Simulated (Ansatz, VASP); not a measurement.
## Cs4Br: VASP beside Ansatz

```
Cs Br
1.0
     7.55815    0.00000    0.00000
     0.00000    7.55815    0.00000
     0.00000    0.00000   15.11629
Cs Br
8 2
Direct
  0.50000 0.00000 0.00000
  0.50000 0.00000 0.50000
  0.00000 0.50000 0.00000
  0.00000 0.50000 0.50000
  0.00000 0.00000 0.25000
  0.00000 0.00000 0.75000
  0.50000 0.50000 0.25000
  0.50000 0.50000 0.75000
  0.00000 0.00000 0.00000
  0.00000 0.00000 0.50000
```

Alike in both runs: task single point; functional PBE; k mesh 4 × 4 × 2; occupations gaussian, width 0.2 eV; no spin polarisation.

```csv
,VASP,Ansatz
version,VASP 6.6.1,Ansatz 0.2.0
potentials or method,"VASP PAW PBE potentials, release 64 (Cs_sv, Br), cutoff 520 eV","scalar-relativistic, plane waves, PAW"
valence electrons in the cell,86,86
```

|  | VASP | Ansatz | Ansatz less VASP |
| --- | --- | --- | --- |
| gap on the k mesh at the Fermi level (eV) | none | none | - |
| pressure (GPa) | 0.0 | 0.0 | 0.00 |

A gap of «none» marks a metal or a gap that the smearing closes. With one functional, cell and mesh, what is left measures potentials, basis and numerics.

Neither program's run includes spin-orbit coupling.
